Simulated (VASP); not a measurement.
# IrRu5 (P4/mmm) in VASP: single point with PBE

Aim: the single point of IrRu5 with PBE.

All numbers are computed with VASP 6.6.1; they aren't measurements. Logs are shortened: lines on timing, memory, paths and dates and some standing lists are left out, and cuts for length are marked.

## Step 1: The cell of the first run

The structure is tetragonal, space group P4/mmm (No. 123). Conventional cell: a = 2.712 Å, b = 2.712 Å, c = 11.405 Å, α = 90.00°, β = 90.00°, γ = 90.00°. Ru (site symmetry 4mm) has 12 Ru at 2.68 to 2.71 Å within 3.5 Å. Within 3.6 Å of Ru (site symmetry 4/mmm) lie 12 Ru at 2.70 to 2.71 Å. Within 3.5 Å of Ru (site symmetry 4mm) lie 8 Ru at 2.68 to 2.71 Å and 4 Ir at 2.72 Å. Ir (site symmetry 4/mmm) has 4 Ir at 2.71 Å and 8 Ru at 2.72 Å within 3.6 Å.

## Step 2: Single point, PBE, collinear spin, ferromagnetic start

INCAR

```
SYSTEM = IrRu5
ALGO = Normal
EDIFF = 1E-6
ENCUT = 500
GGA = PE
GGA_COMPAT = .FALSE.
ISIF = 2
ISMEAR = 0
ISPIN = 2
LASPH = .TRUE.
LCHARG = .FALSE.
LMAXMIX = 4
LORBIT = 11
LREAL = .FALSE.
LWAVE = .FALSE.
MAGMOM = 1 1 1 1 1 1
NBANDS = 52
NELM = 200
PREC = Accurate
SIGMA = 0.1
```

KPOINTS

```
k-points
0
G
  6 6 2
  0 0 0
```

POSCAR

```
IrRu5
1.0
    2.7116136412      0.0000000000      0.0000000000
    0.0000000000      2.7116136412      0.0000000000
    0.0000000000      0.0000000000     11.4054499623
Ru Ir
5 1
Direct
    0.0000000000      0.0000000000      0.8332559874
    0.5000000000      0.5000000000      0.0000000000
    0.0000000000      0.0000000000      0.1667440126
    0.5000000000      0.5000000000      0.3309612478
    0.5000000000      0.5000000000      0.6690387522
    0.0000000000      0.0000000000      0.5000000000
```

Potentials or basis: VASP PAW PBE potentials, release 64 (Ru_pv, Ir).

Started as:

```console
> cat potpaw_PBE.64/Ru_pv/POTCAR potpaw_PBE.64/Ir/POTCAR > POTCAR
> mpirun -np 1 vasp_std > vasp.out
```

OUTCAR:

```text
SYSTEM = IrRu5
   EDIFF = 1E-6
   ENCUT = 500
   GGA = PE
   ISIF = 2
   ISMEAR = 0
   ISPIN = 2
   LASPH = .TRUE.
   LORBIT = 11
   LREAL = .FALSE.
   NELM = 200
   PREC = Accurate

 ion  position               nearest neighbor table
   1  0.000  0.000  0.833-   5 2.68   5 2.68   5 2.68   5 2.68   2 2.70   2 2.70   2 2.70   2 2.70

   2  0.500  0.500  0.000-   1 2.70   3 2.70   1 2.70   3 2.70   1 2.70   3 2.70   1 2.70   3 2.70

   3  0.000  0.000  0.167-   4 2.68   4 2.68   4 2.68   4 2.68   2 2.70   2 2.70   2 2.70   2 2.70

   4  0.500  0.500  0.331-   3 2.68   3 2.68   3 2.68   3 2.68   6 2.72   6 2.72   6 2.72   6 2.72

   5  0.500  0.500  0.669-   1 2.68   1 2.68   1 2.68   1 2.68   6 2.72   6 2.72   6 2.72   6 2.72

   6  0.000  0.000  0.500-   4 2.72   5 2.72   4 2.72   5 2.72   4 2.72   5 2.72   4 2.72   5 2.72

  LATTYP: Found a simple tetragonal cell.
 ALAT       =     2.7116136412
 C/A-ratio  =     4.2061486154

  Lattice vectors:

 A1 = (   2.7116136412,   0.0000000000,   0.0000000000)
 A2 = (   0.0000000000,   2.7116136412,   0.0000000000)
 A3 = (   0.0000000000,   0.0000000000,  11.4054499623)

Analysis of symmetry for initial positions (statically):
=====================================================================
 Subroutine PRICEL returns:
 Original cell was already a primitive cell.

 Routine SETGRP: Setting up the symmetry group for a
 simple tetragonal supercell.

 Subroutine GETGRP returns: Found 16 space group operations
 (whereof 16 operations were pure point group operations)
 out of a pool of 16 trial point group operations.

The static configuration has the point symmetry D_4h.

Analysis of symmetry for dynamics (positions and initial velocities):
=====================================================================
 Subroutine PRICEL returns:
 Original cell was already a primitive cell.

 Routine SETGRP: Setting up the symmetry group for a
 simple tetragonal supercell.

 Subroutine GETGRP returns: Found 16 space group operations
 (whereof 16 operations were pure point group operations)
 out of a pool of 16 trial point group operations.

The dynamic configuration has the point symmetry D_4h.

Analysis of structural, dynamic, and magnetic symmetry:
=====================================================================
 Subroutine PRICEL returns:
 Original cell was already a primitive cell.

 Routine SETGRP: Setting up the symmetry group for a
 simple tetragonal supercell.

 Subroutine GETGRP returns: Found 16 space group operations
 (whereof 16 operations were pure point group operations)
[... 141 lines left out ...]
 NGX is ok and might be reduce to    20
   NGX =  9   NGY =  9   NGZ = 41

 number of electron      79.0000038 magnetization       0.0002081

 Free energy of the ion-electron system (eV)
  ---------------------------------------------------
  ext. energy  EPLUGINS =         0.00000000
  ---------------------------------------------------
  free energy    TOTEN  =       -54.46125885 eV

  energy without entropy =      -54.41409937  energy(sigma->0) =      -54.43767911

 E-fermi :  12.0626     XC(G=0): -13.9617

 val. band max:       12.0509898949   @ k =   0.5000   0.0000   0.5000
 cond. band min:      12.0647450038   @ k =   0.1667   0.0000   0.5000
 fundamental gap:      0.0137551088
 Fermi energy:        12.0626467756

 spin component 1

 k-point     1 :       0.0000    0.0000    0.0000
  band No.  band energies     occupation
      1     -31.3826      1.00000
      2     -31.2778      1.00000
      3     -31.0276      1.00000
      4     -30.8898      1.00000
      5     -30.8898      1.00000
      6     -30.8581      1.00000
[... 1069 lines left out ...]
     50      21.3209      0.00000
     51      21.8032      0.00000
 Fermi energy:        12.0626467756

 spin component 2

 k-point     1 :       0.0000    0.0000    0.0000
  band No.  band energies     occupation
      1     -31.3826      1.00000
      2     -31.2778      1.00000
      3     -31.0276      1.00000
      4     -30.8897      1.00000
      5     -30.8897      1.00000
      6     -30.8581      1.00000
[... 1069 lines left out ...]
     50      21.3210      0.00000
     51      21.8032      0.00000
 [bands above 51 left out]

------------------------ aborting loop because EDIFF is reached ----------------------------------------

  FORCE on cell =-STRESS in cart. coord.  units (eV):
  Direction    XX          YY          ZZ          XY          YZ          ZX
  --------------------------------------------------------------------------------------
  -------------------------------------------------------------------------------------
  Total       -0.1036768     -0.1036768     -0.0909022      0.0000000      0.0000000      0.0000000
  in kB       -1.9807255     -1.9807255     -1.7366682      0.0000000      0.0000000      0.0000000
  external PRESSURE =      -1.8993731 kB  Pullay stress =       0.0000000 kB

 VOLUME and BASIS-vectors are now :
 -----------------------------------------------------------------------------
  energy-cutoff  :      500.00
  volume of cell :       83.86
      direct lattice vectors                 reciprocal lattice vectors
     2.711613641  0.000000000  0.000000000     0.368784101  0.000000000  0.000000000
     0.000000000  2.711613641  0.000000000     0.000000000  0.368784101  0.000000000
     0.000000000  0.000000000 11.405449962     0.000000000  0.000000000  0.087677383

 POSITION                                       TOTAL-FORCE (eV/Angst)
 -----------------------------------------------------------------------------------
      0.00000      0.00000      9.50366        -0.000000      0.000000     -0.011933
      1.35581      1.35581      0.00000        -0.000000      0.000000      0.000000
      0.00000      0.00000      1.90179        -0.000000      0.000000      0.011933
      1.35581      1.35581      3.77476         0.000000     -0.000000     -0.017484
      1.35581      1.35581      7.63069         0.000000     -0.000000      0.017484
      0.00000      0.00000      5.70272        -0.000000      0.000000      0.000000
 -----------------------------------------------------------------------------------
    total drift:                               -0.000000      0.000000      0.000000

  FREE ENERGIE OF THE ION-ELECTRON SYSTEM (eV)
  ---------------------------------------------------
  free  energy   TOTEN  =       -54.4612588532 eV

  energy  without entropy=      -54.4140993657  energy(sigma->0) =      -54.43767911

 total charge

# of ion       s       p       d       tot
------------------------------------------
    1        0.401   6.298   5.923  12.622
    2        0.399   6.292   5.921  12.611
    3        0.401   6.298   5.923  12.622
    4        0.389   6.298   5.925  12.613
    5        0.389   6.298   5.925  12.613
    6        0.709   0.712   6.941   8.362
--------------------------------------------------
tot          2.688  32.196  36.559  71.443

 magnetization (x)

# of ion       s       p       d       tot
------------------------------------------
    1        0.000  -0.000  -0.000  -0.000
    2        0.000  -0.000   0.000   0.000
    3        0.000  -0.000  -0.000  -0.000
    4       -0.000   0.000   0.000   0.000
    5       -0.000   0.000   0.000   0.000
    6        0.000  -0.000   0.000   0.000
--------------------------------------------------
tot          0.000  -0.000   0.000   0.000
```

OSZICAR:

```text
N       E                     dE             d eps       ncg     rms          rms(c)
DAV:   1     0.971863322958E+03    0.97186E+03   -0.44618E+04  4208   0.161E+03
DAV:   2    -0.196424893906E+02   -0.99151E+03   -0.95090E+03  4292   0.522E+02
DAV:   3    -0.572220262850E+02   -0.37580E+02   -0.35065E+02  4564   0.110E+02
[... 15 lines left out ...]
DAV:  19    -0.544612337944E+02   -0.32255E-04   -0.13992E-05  4820   0.227E-02    0.286E-02
DAV:  20    -0.544612519069E+02   -0.18112E-04   -0.72514E-06  4048   0.173E-02    0.178E-02
DAV:  21    -0.544612569876E+02   -0.50807E-05   -0.45160E-06  3796   0.136E-02    0.688E-03
DAV:  22    -0.544612587144E+02   -0.17268E-05   -0.15238E-06  2796   0.746E-03    0.261E-03
DAV:  23    -0.544612588532E+02   -0.13880E-06   -0.32893E-07  2284   0.345E-03
   1 F= -.54461259E+02 E0= -.54437679E+02  d E =-.471595E-01  mag=     0.0001
```

Wall time 4.9 min (1 thread of AMD EPYC 9755, shared host); peak memory 0.25 GiB.

Results:

- Free energy: -54.4613 eV
- Pressure: -0.2 GPa
- Largest force: 0.017 eV/Å
- Net moment: 0.00 μB per cell
- Valence electrons inside the program's atomic spheres: Ru 12.62, 12.61 (each value once); Ir 8.36

Forces on the atoms (eV/Å):
```
Ru   0.000  0.000 -0.012
Ru   0.000  0.000  0.000
Ru   0.000  0.000  0.012
Ru   0.000  0.000 -0.017
Ru   0.000  0.000  0.017
Ir   0.000  0.000  0.000
```

Levels at points of the mesh, in eV from the Fermi level:
Spin up:
```csv
k point,band 36,band 37,band 38,band 39,band 40,band 41,band 42,band 43
"(0.00, 0.00, 0.00)",-0.53,-0.37,-0.34,-0.16,-0.07,-0.03,0.15,0.15
"(0.50, 0.00, 0.00)",-0.92,-0.84,-0.74,-0.72,-0.68,-0.50,1.00,1.01
"(0.50, 0.50, 0.00)",1.40,1.41,1.75,1.86,1.86,1.92,1.92,1.97
"(0.00, 0.00, 0.50)",-0.93,-0.93,-0.73,-0.50,-0.49,-0.28,0.33,0.45
"(0.50, 0.00, 0.50)",-2.10,-2.08,-0.01,0.14,0.26,0.30,0.55,0.69
"(0.50, 0.50, 0.50)",0.83,0.91,1.02,1.04,1.75,1.86,1.86,1.92
```
Spin down:
```
           k point  band 36  band 37  band 38  band 39  band 40  band 41  band 42  band 43
(0.00, 0.00, 0.00)    -0.53    -0.37    -0.34    -0.16    -0.07    -0.03     0.15     0.15
(0.50, 0.00, 0.00)    -0.92    -0.84    -0.74    -0.72    -0.68    -0.50     1.00     1.01
(0.50, 0.50, 0.00)     1.40     1.41     1.75     1.86     1.86     1.92     1.92     1.97
(0.00, 0.00, 0.50)    -0.93    -0.93    -0.73    -0.50    -0.49    -0.28     0.33     0.45
(0.50, 0.00, 0.50)    -2.10    -2.08    -0.01     0.14     0.26     0.30     0.55     0.69
(0.50, 0.50, 0.50)     0.83     0.91     1.02     1.04     1.75     1.86     1.86     1.92
```

Caveat: the k points lie up to 0.39 Å⁻¹ apart; spin-orbit coupling is left out, which moves the levels of the heavy elements.
